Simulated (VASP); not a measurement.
# CaO (Fm-3m) in VASP: notebook, part 2 of 2

VASP 6.6.1. Earlier steps stand in the parts before.

### 3 Single point, r2SCAN

Input file POSCAR:

```
CaO
1.0
    0.0000000000      2.4035556960      2.4035556960
    2.4035556960      0.0000000000      2.4035556960
    2.4035556960      2.4035556960      0.0000000000
Ca O
1 1
Direct
    0.0000000000      0.0000000000      0.0000000000
    0.5000000000      0.5000000000      0.5000000000
```

Input file INCAR.step1:

```
  ALGO = Normal
  EDIFF = 1E-5
  ENCUT = 910
  GGA = PE
  GGA_COMPAT = F
  ISMEAR = -1
  LASPH = T
  LCHARG = F
  LREAL = F
  LWAVE = T
  NBANDS = 15
  NELM = 120
  PREC = Accurate
  SIGMA = 0.05
```

Input file INCAR.step2:

```
  ALGO = Normal
  EDIFF = 1E-6
  ENCUT = 910
  GGA_COMPAT = F
  ISIF = 2
  ISMEAR = -1
  ISTART = 1
  LASPH = T
  LCHARG = F
  LMIXTAU = T
  LREAL = F
  LWAVE = F
  METAGGA = R2SCAN
  NBANDS = 15
  NELM = 120
  PREC = Accurate
  SIGMA = 0.05
```

Input file KPOINTS:

```
k-points
0
Gamma
  6 6 6
```

Potentials or basis: VASP PAW PBE potentials, release 64 (Ca_sv, O_h).

Run with:

```bash
$ cat potpaw_PBE.64/Ca_sv/POTCAR potpaw_PBE.64/O_h/POTCAR > POTCAR
$ cp INCAR.step1 INCAR
$ mpirun -np 1 vasp_std > vasp.out
$ cp INCAR.step2 INCAR
$ mpirun -np 1 vasp_std > vasp.out
```

Wall time 52 s (1 thread of AMD EPYC 9R45 (Zen 5), shared host); peak memory 0.19 GiB.

The run converged. Its results:

* Free energy: -19.4643 eV
* Pressure: 0.0 GPa
* Band gap on the k mesh: 4.19 eV (least direct gap 4.57 eV)

Levels at points of the mesh, in eV from the valence-band top:
| k point | band 4 | band 5 | band 6 | band 7 | band 8 | band 9 | band 10 | band 11 | band 12 | band 13 |
| --- | --- | --- | --- | --- | --- | --- | --- | --- | --- | --- |
| (0.00, 0.00, 0.00) | -18.95 | -16.47 | 0.00 | 0.00 | 0.00 | 5.42 | 6.86 | 6.86 | 6.86 | 8.45 |
| (0.50, 0.00, 0.00) | -19.00 | -15.20 | -2.60 | -1.20 | -1.20 | 7.70 | 9.05 | 9.05 | 9.21 | 11.19 |
| (0.50, 0.50, 0.00) | -19.18 | -16.25 | -1.29 | -0.37 | -0.37 | 4.19 | 8.76 | 9.63 | 10.23 | 10.23 |

Caveat: the cutoff is under 1.25 times the usual one of these potentials, so pressure, stress and relaxed cells hold a basis-set (Pulay) error; the PAW data sets were made with another functional, which shifts forces and pressure a little.

### 4 Relaxation of cell and atoms, PBE (14.30 Å³/atom)

This run uses another cell than the first one, of 14.30 Å³/atom.

Input file POSCAR:

```
CaO
1.0
    0.0000000000      2.4273548249      2.4273548249
    2.4273548249      0.0000000000      2.4273548249
    2.4273548249      2.4273548249      0.0000000000
Ca O
1 1
Direct
    0.0000000000      0.0000000000      0.0000000000
    0.5000000000      0.5000000000      0.5000000000
```

Input file INCAR.step1:

```
GGA = PE
ISMEAR = 0
SIGMA = 0.03
LWAVE = F
LCHARG = F
NSW = 80
PREC = Accurate
LASPH = T
LREAL = F
ALGO = Normal
EDIFF = 1E-7
NELM = 120
GGA_COMPAT = F
IBRION = 2
ISIF = 3
EDIFFG = -0.002
NELMIN = 4
ENCUT = 840
EFERMI = MIDGAP
POTIM = 0.5
```

Input file INCAR.step4:

```
GGA = PE
ISMEAR = 0
SIGMA = 0.03
LWAVE = F
LCHARG = F
PREC = Accurate
LASPH = T
LREAL = F
ALGO = Normal
EDIFF = 1E-7
NELM = 120
GGA_COMPAT = F
ISIF = 2
ENCUT = 840
EFERMI = MIDGAP
```

Input file KPOINTS:

```
Automatic mesh
0
Gamma
  10 10 10
  0 0 0
```

Potentials or basis: VASP PAW PBE potentials, release 64 (Ca_sv, O).

Run with:

```bash
$ cat potpaw_PBE.64/Ca_sv/POTCAR potpaw_PBE.64/O/POTCAR > POTCAR
$ cp INCAR.step1 INCAR
$ cp POSCAR.step1 POSCAR
$ mpirun -np 1 vasp_std > vasp.out
$ cp CONTCAR POSCAR
$ mpirun -np 1 vasp_std > vasp.out
$ cp CONTCAR POSCAR
$ mpirun -np 1 vasp_std > vasp.out
$ cp CONTCAR POSCAR
$ cp INCAR.step4 INCAR
$ mpirun -np 1 vasp_std > vasp.out
```

It took 2.5 min on 1 thread of Intel Xeon Platinum 8259CL at 2.50GHz (Skylake/Cascade Lake), shared host; peak memory 0.2 GiB.

It converged, with:

* Free energy: -12.8117 eV
* Relaxed volume: 14.18 Å³/atom
* Relaxed cell: a = 3.423 Å, b = 3.423 Å, c = 3.423 Å, α = 60.00°, β = 60.00°, γ = 60.00°
* Space group after relaxing (to 0.1 Å): Fm-3m (No. 225)
* Energy gained by relaxing: 0.3 meV/atom
* Ionic steps: 5
* Pressure after relaxing: 0.0 GPa
* Band gap on the k mesh: 3.64 eV (least direct gap 4.02 eV)

Step by step:
```
step  energy change (eV)  largest force (eV/Å)  pressure (GPa)  volume (Å³)
   1              0.0000                0.0000           -0.92        28.60
   2             -0.0007                0.0000            0.32        28.27
   3             -0.0007                0.0000            0.00        28.35
   4             -0.0006                0.0000            0.00        28.35
   5             -0.0006                0.0000            0.00        28.35
```

Final structure:
```
CELL_PARAMETERS angstrom
0.00000 2.42016 2.42016
2.42016 0.00000 2.42016
2.42016 2.42016 0.00000
ATOMIC_POSITIONS crystal
Ca 0.00000 0.00000 0.00000
O 0.50000 0.50000 0.50000
```

Levels at points of the mesh, in eV from the valence-band top:
| k point | band 4 | band 5 | band 6 | band 7 | band 8 | band 9 | band 10 | band 11 | band 12 |
| --- | --- | --- | --- | --- | --- | --- | --- | --- | --- |
| (0.00, 0.00, 0.00) | -18.50 | -15.49 | 0.00 | 0.00 | 0.00 | 4.55 | 6.18 | 6.18 | 6.18 |
| (0.50, 0.00, 0.00) | -18.55 | -14.38 | -2.59 | -1.16 | -1.16 | 6.95 | 8.24 | 8.24 | 8.35 |
| (0.50, 0.50, 0.00) | -18.71 | -15.25 | -1.31 | -0.38 | -0.38 | 3.64 | 7.89 | 8.78 | 9.39 |

### 5 Single point, PBE-based screened hybrid with 5 % exact exchange

Input file POSCAR:

```
CaO
1.0
    0.0000000000      2.4035556960      2.4035556960
    2.4035556960      0.0000000000      2.4035556960
    2.4035556960      2.4035556960      0.0000000000
Ca O
1 1
Direct
    0.0000000000      0.0000000000      0.0000000000
    0.5000000000      0.5000000000      0.5000000000
```

Input file INCAR.step1:

```
SYSTEM = CaO
  ALGO = Normal
  EDIFF = 1E-5
  ENCUT = 520
  GGA = PE
  ISIF = 2
  ISMEAR = -1
  LASPH = .TRUE.
  LCHARG = .FALSE.
  LREAL = .FALSE.
  LWAVE = .TRUE.
  NBANDS = 15
  NELM = 100
  PREC = Accurate
  SIGMA = 0.05
```

Input file INCAR.step2:

```
SYSTEM = CaO
  AEXX = 0.05
  ALGO = Normal
  EDIFF = 1E-6
  ENCUT = 520
  GGA = PE
  HFSCREEN = 0.2
  ISIF = 2
  ISMEAR = -1
  ISTART = 1
  LASPH = .TRUE.
  LCHARG = .FALSE.
  LHFCALC = .TRUE.
  LREAL = .FALSE.
  LWAVE = .FALSE.
  NBANDS = 15
  NELM = 100
  PREC = Accurate
  PRECFOCK = Normal
  SIGMA = 0.05
```

Input file KPOINTS:

```
k-points
0
G
  5 5 5
  0 0 0
```

Run with:

```bash
$ cat potpaw_PBE.64/Ca_sv/POTCAR potpaw_PBE.64/O/POTCAR > POTCAR
$ cp INCAR.step1 INCAR
$ mpirun -np 1 vasp_std > vasp.out
$ cp INCAR.step2 INCAR
$ mpirun -np 1 vasp_std > vasp.out
```

It took 4.4 min on 1 thread of Intel Xeon 6975P-C (Granite Rapids), shared host; peak memory 0.25 GiB.

The run converged. Its results:

```yaml
Free_energy: -13.2095 eV
Pressure: 1.8 GPa
Band_gap_on_the_k_mesh: 4.15 eV (least direct gap 4.53 eV)
```

Levels at points of the mesh, in eV from the valence-band top:
| k point | band 5 | band 6 | band 7 | band 8 | band 9 | band 10 | band 11 | band 12 |
| --- | --- | --- | --- | --- | --- | --- | --- | --- |
| (0.00, 0.00, 0.00) | -15.84 | 0.00 | 0.00 | 0.00 | 5.00 | 6.61 | 6.61 | 6.61 |

Caveat: the k points lie up to 0.45 Å⁻¹ apart; the PAW data sets were made with another functional, which shifts forces and pressure a little; an odd mesh through Γ misses points on the zone boundary, where band edges can lie.

### 6 Single point, PBE-based screened hybrid with 10 % exact exchange

POSCAR is that of step 5.

Input file INCAR.step1:

```
SYSTEM = CaO
ALGO = Normal
EDIFF = 1E-5
ENCUT = 520
GGA = PE
ISIF = 2
ISMEAR = -1
LASPH = .TRUE.
LCHARG = .FALSE.
LREAL = .FALSE.
LWAVE = .TRUE.
NBANDS = 15
NELM = 80
PREC = Accurate
SIGMA = 0.05
```

Input file INCAR.step2:

```
SYSTEM = CaO
AEXX = 0.1
ALGO = Normal
EDIFF = 1E-6
ENCUT = 520
GGA = PE
HFSCREEN = 0.2
ISIF = 2
ISMEAR = -1
ISTART = 1
LASPH = .TRUE.
LCHARG = .FALSE.
LHFCALC = .TRUE.
LREAL = .FALSE.
LWAVE = .FALSE.
NBANDS = 15
NELM = 80
PREC = Accurate
PRECFOCK = Normal
SIGMA = 0.05
```

KPOINTS is that of step 5.

Potentials or basis: VASP PAW PBE potentials, release 64 (Ca_sv, O).

Run with:

```bash
$ cat potpaw_PBE.64/Ca_sv/POTCAR potpaw_PBE.64/O/POTCAR > POTCAR
$ cp INCAR.step1 INCAR
$ mpirun -np 1 vasp_std > vasp.out
$ cp INCAR.step2 INCAR
$ mpirun -np 1 vasp_std > vasp.out
```

Wall time 4.5 min (1 thread of Intel Xeon 6975P-C (Granite Rapids), shared host); peak memory 0.26 GiB.

The run converged. Its results:

```
Free energy            : -13.6239 eV
Pressure               : 1.4 GPa
Band gap on the k mesh : 4.48 eV (least direct gap 4.88 eV)
```

Levels at points of the mesh, in eV from the valence-band top:
```tsv
k point	band 6	band 7	band 8	band 9	band 10	band 11
(0.00, 0.00, 0.00)	0.00	0.00	0.00	5.31	7.01	7.01
```

Caveat: the k points lie up to 0.45 Å⁻¹ apart; the PAW data sets were made with another functional, which shifts forces and pressure a little; an odd mesh through Γ misses points on the zone boundary, where band edges can lie.

### 7 The runs side by side

| task | level | potentials or basis | cell | k mesh | cutoff (eV) | smearing | dipole correction | grid for exact exchange (PRECFOCK) | share of exact exchange | screening parameter | tolerance level | gap on the mesh (eV) | pressure (GPa) |
| --- | --- | --- | --- | --- | --- | --- | --- | --- | --- | --- | --- | --- | --- |
| single point | PBE-based screened hybrid with 40 % exact exchange | VASP PAW PBE potentials, release 64 (Ca_sv, O) | a = 3.399 Å, angles 60.0°, 2 atoms | 5 × 5 × 5 | 520 | fermi-dirac 0.05 eV | no | Normal | 0.4 | 0.2 1/Å | - | 6.59 | -1.2 |
| single point | r2SCAN | VASP PAW PBE potentials, release 64 (Ca_sv, O_h) | a = 3.399 Å, angles 60.0°, 2 atoms | 6 × 6 × 6 | 910 | fermi-dirac 0.05 eV | no | - | - | - | - | 4.19 | 0.0 |
| relaxation of cell and atoms | PBE | VASP PAW PBE potentials, release 64 (Ca_sv, O) | relaxed from a = 3.433 Å, angles 60.0°, 2 atoms | 10 × 10 × 10 | 840 | gaussian 0.03 eV | - | - | - | - | tight | 3.64 | 0.0 |
| single point | PBE-based screened hybrid with 5 % exact exchange | VASP PAW PBE potentials, release 64 (Ca_sv, O) | a = 3.399 Å, angles 60.0°, 2 atoms | 5 × 5 × 5 | 520 | fermi-dirac 0.05 eV | no | Normal | 0.05 | 0.2 1/Å | - | 4.15 | 1.8 |
| single point | PBE-based screened hybrid with 10 % exact exchange | VASP PAW PBE potentials, release 64 (Ca_sv, O) | a = 3.399 Å, angles 60.0°, 2 atoms | 5 × 5 × 5 | 520 | fermi-dirac 0.05 eV | no | Normal | 0.1 | 0.2 1/Å | - | 4.48 | 1.4 |

Alike in all rows: no spin polarisation.

Caveats: some runs use coarse meshes; the PAW data sets were made with another functional, which shifts forces and pressure a little (at least some runs); an odd mesh through Γ misses points on the zone boundary, where band edges can lie (at least some runs); the cutoff is under 1.25 times the usual one of these potentials, so pressure, stress and relaxed cells hold a basis-set (Pulay) error (at least some runs).

Absolute energies hang on the potentials; compare differences alone.
